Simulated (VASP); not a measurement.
## MgO: vibrations by perturbation theory with PBE

The system is MgO.

```
Mg O
1.0
     0.00000    2.11766    2.11766
     2.11766    0.00000    2.11766
     2.11766    2.11766    0.00000
Mg O
1 1
Direct
  0.00000 0.00000 0.00000
  0.50000 0.50000 0.50000
```

```yaml
Program: VASP 6.6.1
Task: vibrations by perturbation theory
Functional: PBE
Potentials_or_basis: VASP PAW PBE potentials, release 64 (Mg, O)
Cutoff: 520 eV
k_mesh: 10 × 10 × 10
Occupations: gaussian, width 0.01 eV
Spin: no spin polarisation
Dipole_correction: no
Further_INCAR_settings: ALGO = Normal; EDIFF = 1e-08; IBRION = 8; NSW = 1
```

The electronic dielectric tensor (diagonal) is 3.15. The born charges (mean of the diagonal) is Mg +1.98; O -1.98 e and the highest phonon frequency at Γ, LO-TO splitting left out is 380 cm⁻¹.

Phonon frequencies in cm⁻¹ (negative: imaginary):
```csv
q point,frequencies
"(0.000, 0.000, 0.000)",0 0 0 380 380 380
```

Electronic dielectric tensor:
```
3.15 0.00 0.00
0.00 3.15 0.00
0.00 0.00 3.15
```

Born effective charge tensors (e):
atom 1, Mg
```
1.98 0.00 0.00
0.00 1.98 0.00
0.00 0.00 1.98
```
atom 2, O
```
-1.98  0.00  0.00
 0.00 -1.98  0.00
 0.00  0.00 -1.98
```

It took 2.4 min on 1 thread of Intel(R) Xeon(R) Platinum 8259CL CPU @ 2.50GHz (Skylake/Cascade Lake), on a shared host, peak memory 0.18 GiB.

Caveat: the cell wasn't relaxed at this level first, which shifts response properties.
